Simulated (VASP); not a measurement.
CaS (Oldhamite): single point with PBE

The system is CaS (Oldhamite).

```
Ca S
1.0
     0.00000    2.84300    2.84300
     2.84300    0.00000    2.84300
     2.84300    2.84300    0.00000
Ca S
1 1
Direct
  0.00000 0.00000 0.00000
  0.50000 0.50000 0.50000
```

```yaml
Program: VASP 6.6.1
Task: single point
Functional: PBE
Potentials_or_basis: VASP PAW PBE potentials, release 64 (Ca_sv, S)
Cutoff: 500 eV
k_mesh: 8 × 8 × 8
Occupations: fermi-dirac, width 0.02 eV
Spin: no spin polarisation
```

```
Pressure               : 1.0 GPa
Band gap on the k mesh : 2.35 eV, indirect (least direct gap 3.16 eV)
```

Levels at points of the mesh, in eV from the valence-band top:
```
           k point  band 6  band 7  band 8  band 9  band 10  band 11
(0.00, 0.00, 0.00)    0.00    0.00    0.00    4.16     4.16     4.16
(0.50, 0.00, 0.00)   -3.11   -1.17   -1.17    5.23     6.08     6.21
(0.50, 0.50, 0.00)   -2.28   -0.81   -0.81    2.35     5.61     6.04
```

It took 16 s on 1 thread of Intel(R) Xeon(R) Platinum 8259CL CPU @ 2.50GHz (Skylake/Cascade Lake), with other jobs on the host, peak memory 0.17 GiB.

A k mesh can miss the band edges.
